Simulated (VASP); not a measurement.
Input of a VASP 6.6.1 run:

Contents of INCAR:

```
  ALGO = Fast
  DIPOL = 0.5 0.5 0.324
  EDIFF = 1E-7
  EDIFFG = -0.025
  ENCUT = 520
  IBRION = 2
  IDIPOL = 3
  ISIF = 2
  ISMEAR = 0
  KPAR = 4
  LASPH = T
  LCHARG = F
  LDIPOL = T
  LREAL = Auto
  LWAVE = F
  NELM = 60
  NSW = 36
  PREC = Accurate
  SIGMA = 0.1
```

Contents of KPOINTS:

```
k-points
0
Gamma
  5 4 1
```

The input POSCAR:

```
Al
1.0
    5.6343731020      0.0000000000      0.0000000000
    0.0000000000      7.9682068563      0.0000000000
    0.0000000000      0.0000000000     19.6723116275
Al
17
Selective dynamics
Direct
    0.2500000000      0.2500000000      0.2033314679  F F F
    0.2500000000      0.7500000000      0.2033314679  F F F
    0.7500000000      0.2500000000      0.2033314679  F F F
    0.7500000000      0.7500000000      0.2033314679  F F F
    0.0000000000      0.0000000000      0.2749343025  F F F
    0.0000000000      0.5000000000      0.2749343025  F F F
    0.5000000000      0.0000000000      0.2749343025  F F F
    0.5000000000      0.5000000000      0.2749343025  F F F
    0.2500000000      0.2500000000      0.3484027381  F F F
    0.2500000000      0.7500000000      0.3484027381  F F F
    0.7500000000      0.2500000000      0.3484027381  F F F
    0.7500000000      0.7500000000      0.3484027381  F F F
    0.0000000000      0.0000000000      0.4154220298  F F F
    0.0000000000      0.5000000000      0.4154220298  F F F
    0.5000000000      0.0000000000      0.4154220298  F F F
    0.5000000000      0.5000000000      0.4154220298  F F F
    0.1666666667      0.0000000000      0.5382103930  F F T
```

Potentials or basis: VASP PAW LDA potentials, release 64 (Al).

Command:

```bash
$ cat potpaw_LDA.64/Al/POTCAR > POTCAR
$ mpirun -np 4 vasp_std > vasp.out
```

Q: Predict the energy gained by relaxing.

A: 0.2 meV/atom.

Q: Predict the band gap on the k mesh.

A: Zero (an odd number of electrons rules out a gap without spin polarisation).

Step by step:
```
step  energy change (eV)  largest force on free atoms (eV/Å)  pressure (GPa)
   1              0.0000                              0.1426           -1.00
   2             -0.0009                              0.1144           -1.00
   3             -0.0024                              0.0341           -0.98
   4             -0.0026                              0.0018           -0.98
```
